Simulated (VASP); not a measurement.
# BAs (F-43m) in VASP: vibrations by perturbation theory with LDA

Aim: the vibrations by perturbation theory of BAs with LDA.

Everything below comes from runs of VASP 6.6.1. Logs are shortened: lines on timing, memory, paths and dates and some standing lists are left out, and cuts for length are marked.

### Step 1. The cell of the first run

The structure is cubic, space group F-43m (No. 216). The conventional cell has a = 4.778 Å, b = 4.778 Å, c = 4.778 Å, α = 90.00°, β = 90.00°, γ = 90.00°. B (site symmetry -43m) has 4 As at 2.07 Å within 2.7 Å. As (site symmetry -43m) has 4 B at 2.07 Å within 2.7 Å.

### Step 2. Vibrations by perturbation theory, LDA

Contents of INCAR:

```
  PREC = Accurate
  ENCUT = 520
  EDIFF = 1E-8
  ISMEAR = 0
  SIGMA = 0.01
  LREAL = False
  LASPH = True
  NELM = 100
  ALGO = Normal
  ISIF = 2
  LWAVE = False
  LCHARG = False
  IBRION = 8
  NSW = 1
  LEPSILON = True
```

Contents of KPOINTS:

```
Automatic mesh
0
Gamma
  10 10 10
```

Contents of POSCAR:

```
BAs
1.0
    0.0000000000      2.3889000000      2.3889000000
    2.3889000000      0.0000000000      2.3889000000
    2.3889000000      2.3889000000      0.0000000000
B As
1 1
Direct
    0.0000000000      0.0000000000      0.0000000000
    0.2500000000      0.2500000000      0.2500000000
```

Potentials or basis: VASP PAW LDA potentials, release 64 (B, As).

Started as:

```console
> cat potpaw_LDA.64/B/POTCAR potpaw_LDA.64/As/POTCAR > POTCAR
> mpirun -np 1 vasp_std > vasp.out
```

OUTCAR:

```text
PREC = Accurate
   ENCUT = 520
   EDIFF = 1E-8
   ISMEAR = 0
   LREAL = False
   LASPH = True
   NELM = 100
   ISIF = 2
   IBRION = 8
   NSW = 1
   LEPSILON = True

 ion  position               nearest neighbor table
   1  0.000  0.000  0.000-   2 2.07   2 2.07   2 2.07   2 2.07
   2  0.250  0.250  0.250-   1 2.07   1 2.07   1 2.07   1 2.07

  LATTYP: Found a face centered cubic cell.
 ALAT       =     4.7778000000

  Lattice vectors:

 A1 = (   0.0000000000,   2.3889000000,   2.3889000000)
 A2 = (   2.3889000000,   0.0000000000,   2.3889000000)
 A3 = (   2.3889000000,   2.3889000000,   0.0000000000)

Analysis of symmetry for initial positions (statically):
=====================================================================
 Subroutine PRICEL returns:
 Original cell was already a primitive cell.

 Routine SETGRP: Setting up the symmetry group for a
 face centered cubic supercell.

 Subroutine GETGRP returns: Found 24 space group operations
 (whereof 24 operations were pure point group operations)
 out of a pool of 48 trial point group operations.

The static configuration has the point symmetry T_d .

Analysis of symmetry for dynamics (positions and initial velocities):
=====================================================================
 Subroutine PRICEL returns:
 Original cell was already a primitive cell.

 Routine SETGRP: Setting up the symmetry group for a
 face centered cubic supercell.

 Subroutine GETGRP returns: Found 24 space group operations
 (whereof 24 operations were pure point group operations)
 out of a pool of 48 trial point group operations.

The dynamic configuration has the point symmetry T_d .

 Subroutine INISYM returns: Found 24 space group operations
 (whereof 24 operations are pure point group operations),
 and found     1 'primitive' translations

----------------------------------------------------------------------------------------

                                     Primitive cell
[... 495 lines left out ...]

 MACROSCOPIC STATIC DIELECTRIC TENSOR (including local field effects in DFT)
 ------------------------------------------------------
           9.852663     0.000000    -0.000000
          -0.000000     9.852663     0.000000
          -0.000000    -0.000000     9.852663
 ------------------------------------------------------

 PIEZOELECTRIC TENSOR (including local field effects)  for field in x, y, z        (e  Angst)
          XX          YY          ZZ          XY          YZ          ZX
  --------------------------------------------------------------------------------
  x     0.00000    -0.00000     0.00000     0.00000     0.14669     0.00000
  y     0.00000    -0.00000    -0.00000     0.00000     0.00000     0.14669
  z    -0.00000     0.00000     0.00000     0.14669     0.00000     0.00000

 PIEZOELECTRIC TENSOR (including local field effects)  for field in x, y, z        (C/m^2)
          XX          YY          ZZ          XY          YZ          ZX
  --------------------------------------------------------------------------------
  x     0.00000    -0.00000     0.00000     0.00000     0.08620     0.00000
  y     0.00000    -0.00000    -0.00000     0.00000     0.00000     0.08620
  z    -0.00000     0.00000     0.00000     0.08620     0.00000     0.00000

 BORN EFFECTIVE CHARGES (including local field effects) (in |e|, cummulative output)
 ---------------------------------------------------------------------------------
 ion    1
    1    -0.49465     0.00000     0.00000
    2     0.00000    -0.49465     0.00000
    3     0.00000     0.00000    -0.49465
 ion    2
    1     0.49465     0.00000     0.00000
    2     0.00000     0.49465     0.00000
    3     0.00000     0.00000     0.49465

 INTERNAL STRAIN TENSOR FOR ION    2 for displacements in x,y,z  (eV/Angst):
          X           Y           Z          XY          YZ          ZX
  --------------------------------------------------------------------------------
  x     0.00000     0.00000     0.00000     0.00000    -6.37042     0.00000
  y     0.00000    -0.00000     0.00000     0.00000     0.00000    -6.37042
  z     0.00000     0.00000     0.00000    -6.37042     0.00000     0.00000

 SECOND DERIVATIVES (NOT SYMMETRIZED)
 ------------------------------------
               1X          1Y          1Z          2X          2Y          2Z
  1X   -16.280419    0.000000    0.000000   16.280419    0.000000    0.000000
  1Y     0.000000  -16.280419    0.000000    0.000000   16.280419    0.000000
  1Z     0.000000    0.000000  -16.280419    0.000000    0.000000   16.280419
  2X    16.284748    0.000000    0.000000  -16.284748    0.000000    0.000000
  2Y     0.000000   16.284748    0.000000    0.000000  -16.284748    0.000000
  2Z     0.000000    0.000000   16.284748    0.000000    0.000000  -16.284748

 Eigenvectors and eigenvalues of the dynamical matrix
 ----------------------------------------------------

   1 f  =   20.522355 THz   128.945757 2PiTHz  684.552064 cm-1    84.873601 meV
             X         Y         Z           dx          dy          dz
      0.000000  0.000000  0.000000     0.000000    0.934810    0.000000
      1.194450  1.194450  1.194450     0.000000   -0.355148    0.000000
[... 21 lines left out ...]
   6 f/i=    0.000906 THz     0.005691 2PiTHz    0.030214 cm-1     0.003746 meV
             X         Y         Z           dx          dy          dz
      0.000000  0.000000  0.000000     0.000000    0.000000   -0.355148
      1.194450  1.194450  1.194450     0.000000    0.000000   -0.934810

--------------------------------------------------------------------------------------------------------

 MACROSCOPIC STATIC DIELECTRIC TENSOR IONIC CONTRIBUTION
 ------------------------------------------------------
           0.099728     0.000000     0.000000
           0.000000     0.099728     0.000000
           0.000000     0.000000     0.099728
 ------------------------------------------------------

 ELASTIC MODULI CONTR FROM IONIC RELAXATION (kBar)
 Direction    XX          YY          ZZ          XY          YZ          ZX
 --------------------------------------------------------------------------------
 XX          -0.0000      0.0000      0.0000     -0.0000      0.0000     -0.0000
 YY           0.0000     -0.0000     -0.0000     -0.0000     -0.0000      0.0000
 ZZ           0.0000     -0.0000     -0.0000      0.0000     -0.0000     -0.0000
 XY          -0.0000     -0.0000      0.0000   -154.5139      0.0000      0.0000
 YZ           0.0000     -0.0000     -0.0000      0.0000   -154.5139      0.0000
 ZX          -0.0000      0.0000     -0.0000      0.0000      0.0000   -154.5139
 --------------------------------------------------------------------------------

 PIEZOELECTRIC TENSOR IONIC CONTR  for field in x, y, z        (C/m^2)
          XX          YY          ZZ          XY          YZ          ZX
  --------------------------------------------------------------------------------
  x     0.00000    -0.00000    -0.00000     0.00000    -0.11681     0.00000
  y    -0.00000     0.00000    -0.00000     0.00000     0.00000    -0.11681
  z    -0.00000    -0.00000     0.00000    -0.11681     0.00000     0.00000
```

OSZICAR:

```text
N       E                     dE             d eps       ncg     rms          rms(c)
DAV:   1     0.125322458824E+02    0.12532E+02   -0.40093E+03   752   0.882E+02
DAV:   2    -0.132519243277E+02   -0.25784E+02   -0.25509E+02  1096   0.110E+02
DAV:   3    -0.136415425075E+02   -0.38962E+00   -0.38962E+00   864   0.180E+01
[... 140 lines left out ...]
RMM:   5    -0.378272321881E-01   -0.42613E-06   -0.61116E-06  4654   0.373E-03    0.868E-04
RMM:   6    -0.378240754761E-01    0.31567E-05   -0.21997E-06  4517   0.663E-04    0.137E-04
RMM:   7    -0.378231625948E-01    0.91288E-06   -0.54533E-07  4718   0.113E-04    0.459E-05
RMM:   8    -0.378229141343E-01    0.24846E-06   -0.14380E-07  4380   0.411E-05    0.131E-05
RMM:   9    -0.378229451083E-01   -0.30974E-07   -0.10626E-08  4839   0.880E-06    0.976E-07
RMM:  10    -0.378229534965E-01   -0.83882E-08   -0.24530E-09  3058   0.113E-06    0.318E-07
 Linear response finished
```

stdout:

```text
POSCAR found type information on POSCAR B As
 POSCAR found :  2 types and       2 ions
 scaLAPACK will be used
 LDA part: xc-table for (Slater(with rela. corr.)+CA(PZ))
 , standard interpolation
 POSCAR, INCAR and KPOINTS ok, starting setup
 FFT: planning ... GRIDC
 FFT: planning ... GRID_SOFT
 FFT: planning ... GRID
 WAVECAR not read
 entering main loop
[... 23 lines left out ...]
  Direction:   3
 dielectric tensor                  component  3 :     1.815     2.189     9.853
 Linear response DOF=           2
 Linear response progress:
 first order change of Fermi-energy   0.14772E-03
 force on displaced ion       1 direction 1 : -16.280   0.000   0.000
 Born effective charge ion    1 direction 1 :  -0.504   0.000   0.000
 Linear response progress:
 first order change of Fermi-energy   0.70643E-04
 force on displaced ion       2 direction 1 : -16.285   0.000   0.000
 Born effective charge ion    2 direction 1 :   0.480   0.000   0.000
 Born effective charges drift removed
 Linear response finished
```

Run time: 3.4 min. Hardware: 1 thread of Intel Xeon 6975P-C, shared host; peak memory 0.24 GiB.

Results:

```
Electronic dielectric tensor (diagonal)                 : 9.85
Born charges (mean of the diagonal)                     : B -0.49; As +0.49 e
Highest phonon frequency at Γ, LO-TO splitting left out : 685 cm⁻¹
```

Phonon frequencies in cm⁻¹ (negative: imaginary):
| q point | frequencies |
| --- | --- |
| (0.000, 0.000, 0.000) | 0 0 0 685 685 685 |

Electronic dielectric tensor:
```
9.85 0.00 0.00
0.00 9.85 0.00
0.00 0.00 9.85
```

Born effective charge tensors (e):
atom 1, B
```
-0.49  0.00  0.00
 0.00 -0.49  0.00
 0.00  0.00 -0.49
```
atom 2, As
```
0.49 0.00 0.00
0.00 0.49 0.00
0.00 0.00 0.49
```

Caveat: the cell wasn't relaxed at this level first, which shifts response properties.
